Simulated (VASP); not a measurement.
# TiO (P-62m) in VASP: further runs

The runs below take TiO through single point, relaxation of cell and atoms, with PBEsol.

Everything below comes from runs of VASP 6.6.1. Logs are shortened: lines on timing, memory, paths and dates and some standing lists are left out, and cuts for length are marked.

## (1) The cell of the first run

Symmetry: P-62m, No. 189, hexagonal system. The conventional cell has a = 5.034 Å, b = 5.034 Å, c = 2.714 Å, α = 90.00°, β = 90.00°, γ = 120.00°. Within 2.7 Å of Ti (site symmetry -6) lie 6 O at 2.06 Å. Ti (site symmetry -62m) has 3 O at 2.00 Å within 2.6 Å. O (site symmetry m2m) has 5 Ti at 2.00 to 2.06 Å within 2.6 Å.

## (2) Single point, PBEsol

The input, INCAR:

```
PREC     = Accurate       # precision mode
ENCUT    = 520            # plane-wave cutoff, eV
EDIFF    = 1E-6           # SCF threshold, eV
ISMEAR   = 0              # smearing method
SIGMA    = 0.1            # smearing width, eV
LREAL    = False          # projectors in reciprocal space
LASPH    = True           # aspherical terms in the spheres
NELM     = 80             # most SCF steps
ALGO     = Normal         # electronic algorithm
ISIF     = 2              # what is computed and relaxed
LWAVE    = False          # write WAVECAR
LCHARG   = False          # write CHGCAR
GGA      = PS             # functional
NBANDS   = 36             # bands
```

The input, KPOINTS:

```
Automatic mesh
0
Gamma
  3 3 2
```

The input, POSCAR:

```
TiO
1.0
    5.0342841117      0.0000000000      0.0000000000
   -2.5171420559      4.3598179306      0.0000000000
    0.0000000000      0.0000000000      2.7140790103
Ti O
3 3
Direct
    0.6666666667      0.3333333333      0.5000000000
    0.3333333333      0.6666666667      0.5000000000
    0.0000000000      0.0000000000      0.0000000000
    0.6034922510      0.6034922510      0.0000000000
    0.3965077490      0.0000000000      0.0000000000
    0.0000000000      0.3965077490      0.0000000000
```

Potentials or basis: VASP PAW PBE potentials, release 64 (Ti_sv, O).

The run is started by

```bash
$ cat potpaw_PBE.64/Ti_sv/POTCAR potpaw_PBE.64/O/POTCAR > POTCAR
$ mpirun -np 1 vasp_std > vasp.out
```

OUTCAR:

```text
PREC = Accurate
   ENCUT = 520
   EDIFF = 1E-6
   ISMEAR = 0
   LREAL = False
   LASPH = True
   NELM = 80
   ISIF = 2
   GGA = PS

 ion  position               nearest neighbor table
   1  0.667  0.333  0.500-   6 2.06   6 2.06   5 2.06   5 2.06   4 2.06   4 2.06   2 2.91   2 2.91
                             2 2.91
   2  0.333  0.667  0.500-   5 2.06   5 2.06   6 2.06   6 2.06   4 2.06   4 2.06   1 2.91   1 2.91
                             1 2.91
   3  0.000  0.000  0.000-   4 2.00   5 2.00   6 2.00
   4  0.603  0.603  0.000-   3 2.00   2 2.06   2 2.06   1 2.06   1 2.06
   5  0.397  0.000  0.000-   3 2.00   2 2.06   2 2.06   1 2.06   1 2.06
   6  0.000  0.397  0.000-   3 2.00   1 2.06   1 2.06   2 2.06   2 2.06

  LATTYP: Found a hexagonal cell.
 ALAT       =     5.0342841117
 C/A-ratio  =     0.5391191578

  Lattice vectors:

 A1 = (   5.0342841117,   0.0000000000,   0.0000000000)
 A2 = (  -2.5171420559,   4.3598179306,   0.0000000000)
 A3 = (   0.0000000000,   0.0000000000,   2.7140790103)

Analysis of symmetry for initial positions (statically):
=====================================================================
 Subroutine PRICEL returns:
 Original cell was already a primitive cell.

 Routine SETGRP: Setting up the symmetry group for a
 hexagonal supercell.

 Subroutine GETGRP returns: Found 12 space group operations
 (whereof 12 operations were pure point group operations)
 out of a pool of 24 trial point group operations.

The static configuration has the point symmetry D_3h.

Analysis of symmetry for dynamics (positions and initial velocities):
=====================================================================
 Subroutine PRICEL returns:
 Original cell was already a primitive cell.

 Routine SETGRP: Setting up the symmetry group for a
 hexagonal supercell.

 Subroutine GETGRP returns: Found 12 space group operations
 (whereof 12 operations were pure point group operations)
 out of a pool of 24 trial point group operations.

The dynamic configuration has the point symmetry D_3h.

 Subroutine INISYM returns: Found 12 space group operations
 (whereof 12 operations are pure point group operations),
 and found     1 'primitive' translations

----------------------------------------------------------------------------------------

                                     Primitive cell

  volume of cell :      59.5701

  direct lattice vectors                    reciprocal lattice vectors
     5.034284112  0.000000000  0.000000000     0.198637975  0.114683688  0.000000000
    -2.517142056  4.359817931  0.000000000     0.000000000  0.229367376  0.000000000
     0.000000000  0.000000000  2.714079010     0.000000000  0.000000000  0.368449112

  length of vectors
     5.034284112  5.034284112  2.714079010     0.229367376  0.229367376  0.368449112

  position of ions in fractional coordinates (direct lattice)
     0.666666667  0.333333333  0.500000000
     0.333333333  0.666666667  0.500000000
     0.000000000  0.000000000  0.000000000
     0.603492251  0.603492251  0.000000000
     0.396507749  0.000000000  0.000000000
     0.000000000  0.396507749  0.000000000

  ion indices of the primitive-cell ions
   primitive index   ion index
                 1           1
                 2           2
                 3           3
                 4           4
                 5           5
                 6           6

----------------------------------------------------------------------------------------

 KPOINTS: Automatic mesh

Automatic generation of k-mesh.
 Grid dimensions read from file:
 generate k-points for:    3    3    2

 Generating k-lattice:

  Cartesian coordinates                     Fractional coordinates (reciprocal lattice)
     0.066212658  0.038227896  0.000000000     0.333333333  0.000000000  0.000000000
     0.000000000  0.076455792  0.000000000     0.000000000  0.333333333  0.000000000
     0.000000000  0.000000000  0.184224556     0.000000000  0.000000000  0.500000000

  Length of vectors
     0.076455792  0.076455792  0.184224556

  Shift w.r.t. Gamma in fractional coordinates (k-lattice)
     0.000000000  0.000000000  0.000000000

 Subroutine IBZKPT returns following result:
 ===========================================

 Found      6 irreducible k-points:

 Following reciprocal coordinates:
            Coordinates               Weight
  0.000000  0.000000  0.000000      1.000000
  0.333333 -0.000000  0.000000      6.000000
  0.333333  0.333333  0.000000      2.000000
  0.000000  0.000000  0.500000      1.000000
  0.333333 -0.000000  0.500000      6.000000
  0.333333  0.333333  0.500000      2.000000
   k-points           NKPTS =      6   k-points in BZ     NKDIM =      6   number of bands    NBANDS=     36
   number of dos      NEDOS =    301   number of ions     NIONS =      6
   total plane-waves  NPLWV =  32000
   dimension x,y,z NGX =    40 NGY =   40 NGZ =   20
   dimension x,y,z NGXF=    80 NGYF=   80 NGZF=   40
   ions per type =               3   3
   NGX,Y,Z   is equivalent  to a cutoff of  13.21, 13.21, 12.25 a.u.
   NGXF,Y,Z  is equivalent  to a cutoff of  26.42, 26.42, 24.50 a.u.
 SYSTEM =  unknown system
   PREC   = accura    normal or accurate (medium, high low for compatibility)
   ISTART =      0    job   : 0-new  1-cont  2-samecut
   ICHARG =      2    charge: 1-file 2-atom 10-const
   ISPIN  =      1    spin polarized calculation?
   LNONCOLLINEAR =      F non collinear calculations
   LSORBIT =      F    spin-orbit coupling
   LASPH  =      T    aspherical Exc in radial PAW
   ENCUT  =  520.0 eV  38.22 Ry    6.18 a.u.   9.36  9.36  5.05*2*pi/ulx,y,z
   NELM   =     80;   NELMIN=  2; NELMDL= -5     # of ELM steps
   EDIFF  = 0.1E-05   stopping-criterion for ELM
   LREAL  =      F    real-space projection
   EDIFFG = 0.1E-04   stopping-criterion for IOM
   NSW    =      0    number of steps for IOM
   IBRION =     -1    ionic relax: 0-MD 1-quasi-New 2-CG
   NFREE  =      0    steps in history (QN), initial steepest desc. (CG)
   ISIF   =      2    stress and relaxation
   ISYM   =      2    0-nonsym 1-usesym 2-fastsym
   POTIM  = 0.5000    time-step for ionic-motion
   TEBEG  =    0.0;   TEEND  =   0.0 temperature during run
   PSTRESS=    0.0 pullay stress
   NELECT =      54.0000    total number of electrons
   NUPDOWN=      -1.0000    fix difference up-down
   EMIN   =  10.00;   EMAX   =-10.00  energy-range for DOS
   EFERMI =   0.00;   METHOD = LEGACY
   ISMEAR =     0;   SIGMA  =   0.10  broadening in eV -4-tet -1-fermi 0-gaus
   EFERMI_NEDOS =   21; number of points for ismear=-14 and -15
   IALGO  =     38    algorithm
   IMIX   =      4    mixing-type and parameters
     AMIX     =   0.40;   BMIX     =  1.00
     AMIX_MAG =   1.60;   BMIX_MAG =  1.00
  volume/ion in A,a.u.               =       9.93        67.00
  Fermi-wavevector in a.u.,A,eV,Ry     =   1.584394  2.994071 34.154771  2.510305
  Thomas-Fermi vector in A             =   2.684019
   LORBIT       =      0    0 simple, 1 ext, 2 COOP (PROOUT), +10 PAW based schemes
   GGA     = PS    functional components
   LHFCALC =     F    Hartree Fock is set to
   AEXX    =    0.0000 exact exchange contribution
   IVDW    =     0    specifies the selected vdW correction
   LEPSILON=     F    determine dielectric tensor
   LRPA    =     F    only Hartree local field effects (RPA)
 non-spin polarized calculation
 Gauss-broadening in eV      SIGMA  =   0.10
  energy-cutoff  :      520.00
  volume of cell :       59.57
 maximum number of plane-waves:      1630
 NGX is ok and might be reduce to    40
   NGX = 19   NGY = 19   NGZ = 11

 number of electron      54.0000006 magnetization

 Free energy of the ion-electron system (eV)
  ---------------------------------------------------
  ext. energy  EPLUGINS =         0.00000000
  ---------------------------------------------------
  free energy    TOTEN  =       -57.60647579 eV

  energy without entropy =      -57.60646020  energy(sigma->0) =      -57.60646800

 E-fermi :  11.1378     XC(G=0): -12.8942

 val. band max:       10.8587367729   @ k =   0.3333  -0.0000   0.5000
 cond. band min:      11.4168990535   @ k =   0.3333  -0.0000   0.0000
 fundamental gap:      0.5581622806
 Fermi energy:        11.1378178870

 k-point     1 :       0.0000    0.0000    0.0000
  band No.  band energies     occupation
      1     -47.0544      2.00000
      2     -46.9761      2.00000
      3     -46.1497      2.00000
      4     -23.6587      2.00000
      5     -23.6587      2.00000
      6     -23.3056      2.00000
[... 28 lines left out ...]
     35      13.1805      0.00000
     36      13.1805      0.00000

 k-point     2 :       0.3333   -0.0000    0.0000
  band No.  band energies     occupation
      1     -47.0374      2.00000
      2     -46.9925      2.00000
      3     -46.1506      2.00000
      4     -23.7047      2.00000
      5     -23.6049      2.00000
      6     -23.3378      2.00000
[... 28 lines left out ...]
     35      13.2770      0.00000
     36      13.4234      0.00000

 k-point     3 :       0.3333    0.3333    0.0000
  band No.  band energies     occupation
      1     -47.0148      2.00000
      2     -47.0148      2.00000
      3     -46.1511      2.00000
      4     -23.6917      2.00000
      5     -23.5000      2.00000
      6     -23.5000      2.00000
[... 28 lines left out ...]
     35      13.3853      0.00000
     36      13.3864      0.00000

 k-point     4 :       0.0000    0.0000    0.5000
  band No.  band energies     occupation
      1     -46.9438      2.00000
      2     -46.8747      2.00000
      3     -46.0641      2.00000
      4     -24.1423      2.00000
      5     -23.8910      2.00000
      6     -23.4358      2.00000
[... 28 lines left out ...]
     35      13.0389      0.00000
     36      13.4186      0.00000

 k-point     5 :       0.3333   -0.0000    0.5000
  band No.  band energies     occupation
      1     -46.9292      2.00000
      2     -46.8894      2.00000
      3     -46.0641      2.00000
      4     -24.1039      2.00000
      5     -23.9469      2.00000
      6     -23.4530      2.00000
[... 28 lines left out ...]
     35      13.5097      0.00000
     36      13.7687      0.00000

 k-point     6 :       0.3333    0.3333    0.5000
  band No.  band energies     occupation
      1     -46.9093      2.00000
      2     -46.9093      2.00000
      3     -46.0640      2.00000
      4     -24.0306      2.00000
      5     -24.0306      2.00000
      6     -23.4788      2.00000
[... 28 lines left out ...]
     35      13.3230      0.00000
     36      14.2391      0.00000

------------------------ aborting loop because EDIFF is reached ----------------------------------------

  FORCE on cell =-STRESS in cart. coord.  units (eV):
  Direction    XX          YY          ZZ          XY          YZ          ZX
  --------------------------------------------------------------------------------------
  -------------------------------------------------------------------------------------
  Total        0.2989187      0.2989187      0.3048608     -0.0000000      0.0000000     -0.0000000
  in kB        8.0396131      8.0396131      8.1994282     -0.0000000      0.0000000     -0.0000000
  external PRESSURE =       8.0928848 kB  Pullay stress =       0.0000000 kB

 VOLUME and BASIS-vectors are now :
 -----------------------------------------------------------------------------
  energy-cutoff  :      520.00
  volume of cell :       59.57
      direct lattice vectors                 reciprocal lattice vectors
     5.034284112  0.000000000  0.000000000     0.198637975  0.114683688  0.000000000
    -2.517142056  4.359817931  0.000000000     0.000000000  0.229367376  0.000000000
     0.000000000  0.000000000  2.714079010     0.000000000  0.000000000  0.368449112

 POSITION                                       TOTAL-FORCE (eV/Angst)
 -----------------------------------------------------------------------------------
      2.51714      1.45327      1.35704         0.000000      0.000000      0.000000
     -0.00000      2.90655      1.35704         0.000000      0.000000      0.000000
      0.00000      0.00000      0.00000         0.000000      0.000000      0.000000
      1.51908      2.63112      0.00000         0.000343      0.000594      0.000000
      1.99613      0.00000      0.00000        -0.000686      0.000000      0.000000
     -0.99807      1.72870      0.00000         0.000343     -0.000594      0.000000
 -----------------------------------------------------------------------------------
    total drift:                                0.000001      0.000001      0.000000

  FREE ENERGIE OF THE ION-ELECTRON SYSTEM (eV)
  ---------------------------------------------------
  free  energy   TOTEN  =       -57.6064757906 eV

  energy  without entropy=      -57.6064602031  energy(sigma->0) =      -57.60646800
```

Wall time 14 s (1 thread of Intel Xeon Platinum 8488C (Sapphire Rapids), shared host); peak memory 0.17 GiB.

Results:

```
Free energy            : -57.6065 eV
Pressure               : 0.8 GPa
Band gap on the k mesh : zero (band 27 reaches 12.03 eV, above the bottom of band 28 at 10.13 eV)
```

Levels at points of the mesh, in eV from the Fermi level:
| k point | band 25 | band 26 | band 27 | band 28 | band 29 | band 30 |
| --- | --- | --- | --- | --- | --- | --- |
| (0.00, 0.00, 0.00) | -3.34 | -1.29 | -1.01 | -1.01 | 0.55 | 0.55 |
| (0.00, 0.00, 0.50) | -2.07 | -2.07 | 0.89 | 0.89 | 1.09 | 1.09 |

Caveat: the k points lie up to 1.16 Å⁻¹ apart; the PAW data sets were made with another functional, which shifts forces and pressure a little; semilocal functionals often make such compounds metallic where correlation or magnetic order opens a gap, which also shifts bond lengths.

(Part 1 of 3 ends here.)
